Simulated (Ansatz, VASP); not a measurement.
# KAlH5: VASP beside Ansatz

```
K Al H
1.0
     3.59769    0.00000    0.00000
     0.00000    3.59769    0.00000
     0.00000    0.00000    6.39570
K Al H
1 1 5
Direct
  0.00000 0.00000 0.50000
  0.50000 0.50000 0.00000
  0.00000 0.50000 0.27251
  0.00000 0.50000 0.72749
  0.50000 0.00000 0.27251
  0.50000 0.00000 0.72749
  0.00000 0.00000 0.00000
```

Change from the starting cell: species swapped into the AlAsPt5 type (P4/mmm, No. 123).

Alike in both runs: task relaxation of cell and atoms; functional PBE; k mesh 6 × 6 × 4; occupations gaussian, width 0.1 eV; no spin polarisation.

```csv
,VASP,Ansatz
version,VASP 6.6.1,Ansatz 0.2.0
potentials or method,"VASP PAW PBE potentials, release 64 (K_sv, Al, H), cutoff 600 eV","scalar-relativistic, plane waves, PAW"
valence electrons in the cell,17,17
```

VASP gave:

```
gap on the k mesh at the Fermi level, each at its own relaxed structure (eV)  : none
relaxed volume (Å³/atom)                                                      : 9.21
relaxed length of the cell vector where the two differ most in proportion (Å) : 5.950
```

**Question.** Estimate Ansatz's values.

**Answer.** gap on the k mesh at the Fermi level, each at its own relaxed structure (eV): none; relaxed volume (Å³/atom): 9.22; relaxed length of the cell vector where the two differ most in proportion (Å): 5.957.

A gap of «none» marks a metal or a gap that the smearing closes.

Noted on VASP's run: the volume moved by over 15 % at a fixed basis, so the end points are rough.
